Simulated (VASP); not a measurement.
# WC (P1) in VASP: single point with PBE+D3(BJ)

Aim: the single point of WC with PBE+D3(BJ).

All numbers are computed with VASP 6.6.1; they aren't measurements. Logs are shortened: lines on timing, memory, paths and dates and some standing lists are left out, and cuts for length are marked.

## 1. The cell of the first run

The typed cell holds 16 atoms: a = 5.978 Å, b = 5.177 Å, c = 5.849 Å, α = 90.00°, β = 90.00°, γ = 90.00°.

## 2. Single point, PBE+D3(BJ)

INCAR reads:

```
SYSTEM = WC
ALGO = Normal ; EDIFF = 1E-7
ENCUT = 520 ; GGA = PE
ISIF = 2 ; ISMEAR = -1
IVDW = 12 ; LASPH = .True.
LCHARG = .True. ; LELF = .True.
LREAL = Auto ; LVHAR = .True.
LWAVE = .False. ; NBANDS = 86
NELM = 60 ; PREC = Accurate
SIGMA = 0.24
```

KPOINTS reads:

```
k-points
0
Gamma
  2 2 2
  0 0 0
```

POSCAR reads:

```
WC
1.0
   -2.9891740000     -5.1774000000      0.0000000000
    4.4837600000     -2.5887000000      0.0000000000
    0.0000000000      0.0000000000      5.8493330000
W C
8 8
Direct
    0.8045355835      0.4895883919      0.0246181915
    0.7709726076      0.4911215751      0.5156314404
    0.5352497497      0.0105836698      0.0254217019
    0.5328001130     -0.0358555665      0.4931502447
    0.2728270400      0.5017055985      0.0103430596
    0.2642147448      0.4871767993      0.4974071403
    0.0329961760      0.0007206700      0.0031285618
    0.0083545835     -0.0106443468      0.5238204082
    0.5318631054      0.6779201755      0.2567472223
    0.5164220153      0.6237789848      0.7642922706
    0.2625000750      0.1457612359      0.2585764907
    0.2631655707      0.1894721576      0.7533337562
    0.0235785289      0.6432280777      0.2728174306
    0.0018221137      0.6229250930      0.7769432857
    0.8047545379      0.1363479181      0.2531912613
    0.7613948194      0.1464265701      0.7739343956
```

Potentials or basis: VASP PAW PBE potentials, release 64 (W_sv, C).

Command:

```sh
$ cat potpaw_PBE.64/W_sv/POTCAR potpaw_PBE.64/C/POTCAR > POTCAR
$ mpirun -np 1 vasp_std > vasp.out
```

OUTCAR:

```text
SYSTEM = WC
   EDIFF = 1E-7
   ENCUT = 520
   GGA = PE
   ISIF = 2
   ISMEAR = -1
   IVDW = 12
   LASPH = .True.
   LREAL = Auto
   NELM = 60
   PREC = Accurate
 IVDW          = 12

 ion  position               nearest neighbor table
   1  0.805  0.490  0.025-  14 1.99  13 2.11  15 2.27  16 2.32   9 2.33  10 2.40   5 2.80   7 2.88
                             2 2.88   3 2.96   7 2.98   2 2.98   3 3.14   5 3.18
   2  0.771  0.491  0.516-  14 2.17  10 2.21  13 2.22   9 2.30  16 2.34  15 2.40   4 2.84   1 2.88
                             8 2.94   6 2.95   8 2.96   1 2.98   6 3.03   4 3.08
   3  0.535  0.011  0.025-  16 2.12  15 2.19   9 2.19  11 2.24  12 2.46  10 2.52   4 2.75   1 2.96
                             7 2.98   5 2.99   7 3.01   5 3.07   4 3.12   1 3.14
   4  0.533  0.964  0.493-   9 2.03  11 2.32  15 2.33  16 2.34  10 2.37  12 2.51   3 2.75   2 2.84
                             8 2.85   6 2.95   2 3.08   3 3.12   8 3.14   6 3.15
   5  0.273  0.502  0.010-  10 2.14  12 2.21  14 2.21  13 2.26   9 2.30  11 2.35   1 2.80   6 2.85
                             7 2.96   7 2.96   3 2.99   6 3.00   3 3.07   1 3.18
   6  0.264  0.487  0.497-  13 2.11  12 2.15  11 2.25  10 2.28   9 2.35  14 2.37   5 2.85   4 2.95
                             2 2.95   8 3.00   5 3.00   8 3.02   2 3.03   4 3.15
   7  0.033  0.001  0.003-  15 2.12  11 2.16  12 2.23  16 2.24  14 2.37  13 2.43   8 2.81   1 2.88
                             5 2.96   5 2.96   3 2.98   1 2.98   3 3.01   8 3.05
   8  0.008  0.989  0.524-  15 2.14  16 2.23  12 2.28  11 2.32  13 2.32  14 2.41   7 2.81   4 2.85
                             2 2.94   2 2.96   6 3.00   6 3.02   7 3.05   4 3.14
   9  0.532  0.678  0.257-   4 2.03   3 2.19   2 2.30   5 2.30   1 2.33   6 2.35
  10  0.516  0.624  0.764-   5 2.14   2 2.21   6 2.28   4 2.37   1 2.40   3 2.52
  11  0.263  0.146  0.259-   7 2.16   3 2.24   6 2.25   8 2.32   4 2.32   5 2.35
  12  0.263  0.189  0.753-   6 2.15   5 2.21   7 2.23   8 2.28   3 2.46   4 2.51
  13  0.024  0.643  0.273-   6 2.11   1 2.11   2 2.22   5 2.26   8 2.32   7 2.43
  14  0.002  0.623  0.777-   1 1.99   2 2.17   5 2.21   7 2.37   6 2.37   8 2.41
  15  0.805  0.136  0.253-   7 2.12   8 2.14   3 2.19   1 2.27   4 2.33   2 2.40
  16  0.761  0.146  0.774-   3 2.12   8 2.23   7 2.24   1 2.32   4 2.34   2 2.34

  LATTYP: Found a simple orthorhombic cell.
 ALAT       =     5.1774000645
 B/A-ratio  =     1.1297819228
 C/A-ratio  =     1.1547005932

  Lattice vectors:

 A1 = (   4.4837600000,  -2.5887000000,   0.0000000000)
 A2 = (   0.0000000000,   0.0000000000,   5.8493330000)
 A3 = (  -2.9891740000,  -5.1774000000,   0.0000000000)

Analysis of symmetry for initial positions (statically):
=====================================================================
 Subroutine PRICEL returns:
 Original cell was already a primitive cell.

 Routine SETGRP: Setting up the symmetry group for a
 simple orthorhombic supercell.

 Subroutine GETGRP returns: Found  1 space group operations
 (whereof  1 operations were pure point group operations)
 out of a pool of  8 trial point group operations.

[... 141 lines left out ...]
   EFERMI_NEDOS =   21; number of points for ismear=-14 and -15
   IALGO  =     38    algorithm
   IMIX   =      4    mixing-type and parameters
     AMIX     =   0.40;   BMIX     =  1.00
     AMIX_MAG =   1.60;   BMIX_MAG =  1.00
  volume/ion in A,a.u.               =      11.32        76.36
  Fermi-wavevector in a.u.,A,eV,Ry     =   1.516803  2.866343 31.302819  2.300692
  Thomas-Fermi vector in A             =   2.626144
   LORBIT       =      0    0 simple, 1 ext, 2 COOP (PROOUT), +10 PAW based schemes
   GGA     = PE    functional components
   LHFCALC =     F    Hartree Fock is set to
   AEXX    =    0.0000 exact exchange contribution
   IVDW    =    12    specifies the selected vdW correction
   LEPSILON=     F    determine dielectric tensor
   LRPA    =     F    only Hartree local field effects (RPA)
 non-spin polarized calculation
  energy-cutoff  :      520.00
  volume of cell :      181.05
 maximum number of plane-waves:      4912
 NGX is ok and might be reduce to    48
   NGX = 23   NGY = 19   NGZ = 21

 number of electron     144.0000008 magnetization

 Free energy of the ion-electron system (eV)
  ---------------------------------------------------
  ext. energy  EPLUGINS =         0.00000000
  ---------------------------------------------------
  free energy    TOTEN  =      -175.49063800 eV

  energy without entropy =     -174.62017559  energy(sigma->0) =     -175.05540680

 E-fermi :  10.2650     XC(G=0): -13.3005

 val. band max:       10.2295358524   @ k =   0.0000   0.5000   0.0000
 cond. band min:      10.2732290685   @ k =   0.0000   0.0000   0.0000
 fundamental gap:      0.0436932162
 Fermi energy:        10.2649757538

 k-point     1 :       0.0000    0.0000    0.0000
  band No.  band energies     occupation
      1     -64.2550      2.00000
      2     -64.2313      2.00000
      3     -64.2238      2.00000
      4     -64.1881      2.00000
      5     -64.1753      2.00000
      6     -64.1697      2.00000
[... 685 lines left out ...]
     83      13.1719      0.00001
     84      13.4778      0.00000
 [bands above 84 left out]

------------------------ aborting loop because EDIFF is reached ----------------------------------------

 Edisp (eV)   -6.75880

 E8    (eV) :    -3.0970

  FORCE on cell =-STRESS in cart. coord.  units (eV):
  Direction    XX          YY          ZZ          XY          YZ          ZX
  --------------------------------------------------------------------------------------
  -------------------------------------------------------------------------------------
  Total     -22.30175   -22.08138   -26.70434     0.04658     0.49191     0.56775
  in kB    -197.35603  -195.40591  -236.31607     0.41220     4.35311     5.02422
  external pressure =     -209.69 kB  Pullay stress =        0.00 kB

 VOLUME and BASIS-vectors are now :
 -----------------------------------------------------------------------------
  energy-cutoff  :      520.00
  volume of cell :      181.05
      direct lattice vectors                 reciprocal lattice vectors
    -2.989174000 -5.177400000  0.000000000    -0.083635159 -0.144860347  0.000000000
     4.483760000 -2.588700000  0.000000000     0.167270317 -0.096573586  0.000000000
     0.000000000  0.000000000  5.849333000     0.000000000  0.000000000  0.170959663

 POSITION                                       TOTAL-FORCE (eV/Angst)
 -----------------------------------------------------------------------------------
     -0.20970     -5.43280      0.14400         1.715589      4.510339     -0.396639
     -0.10250     -5.26300      3.01610        -1.139980      0.710756      0.207002
     -1.55250     -2.79860      0.14870        -0.851230      1.896970     -2.428681
      2.73036     -5.25440      2.88460         3.522042     -0.482606      3.581546
      1.43400     -2.71130      0.06050        -1.323272     -0.366184     -0.139276
      1.39460     -2.62910      2.90950        -0.835056     -0.874978      1.937014
[... 8 lines left out ...]
     -1.79420     -4.51950      1.48100         1.992227      1.084308      0.886717
     -1.61940     -4.32110      4.52700        -0.197010     -0.996196     -0.954388
 -----------------------------------------------------------------------------------
    total drift:                               -0.012981     -0.015830     -0.009852

  FREE ENERGIE OF THE ION-ELECTRON SYSTEM (eV)
  ---------------------------------------------------
  free  energy   TOTEN  =      -182.2494363118 eV

  energy  without entropy=     -181.3789739026  energy(sigma->0) =     -181.81420511
```

stdout:

```text
POSCAR found type information on POSCAR W C
 POSCAR found :  2 types and      16 ions
 scaLAPACK will be used
 LDA part: xc-table for (Slater+PW92), standard interpolation
 POSCAR, INCAR and KPOINTS ok, starting setup
 FFT: planning ... GRIDC
 FFT: planning ... GRID_SOFT
 FFT: planning ... GRID
 WAVECAR not read
 entering main loop
```

Wall time 7.4 min (1 thread of Intel Xeon 8259CL, shared host); peak memory 0.33 GiB.

Results:

- Free energy: -182.2494 eV
- Pressure: -21.0 GPa
- Largest force: 5.046 eV/Å
- Band gap on the k mesh: zero (bands 72 and 73 overlap by 0.14 eV)
- Dispersion energy per atom: -0.422 eV

Forces in eV/Å, atoms in the order of the input:
```
W    1.716  4.510 -0.397
W   -1.140  0.711  0.207
W   -0.851  1.897 -2.429
W    3.522 -0.483  3.582
W   -1.323 -0.366 -0.139
W   -0.835 -0.875  1.937
W   -1.166  0.906  0.650
W   -1.283 -1.419 -1.095
C   -1.986  1.207 -0.378
C    1.418 -1.528 -0.614
C    0.251 -1.516  0.438
C   -2.003  0.884  0.428
C    0.835 -0.749 -0.193
C    1.053 -3.268 -1.929
C    1.992  1.084  0.887
C   -0.197 -0.996 -0.954
```

Stress tensor (GPa, compression positive):
```
-19.74   0.04   0.50
  0.04 -19.54   0.44
  0.50   0.44 -23.63
```

Caveat: the k points lie up to 0.61 Å⁻¹ apart; the atoms stand as in a frame of molecular dynamics; spin-orbit coupling is left out, which moves the levels of the heavy elements; forces of over 1 eV/Å act on the atoms, so gaps and moduli don't describe the material at rest.
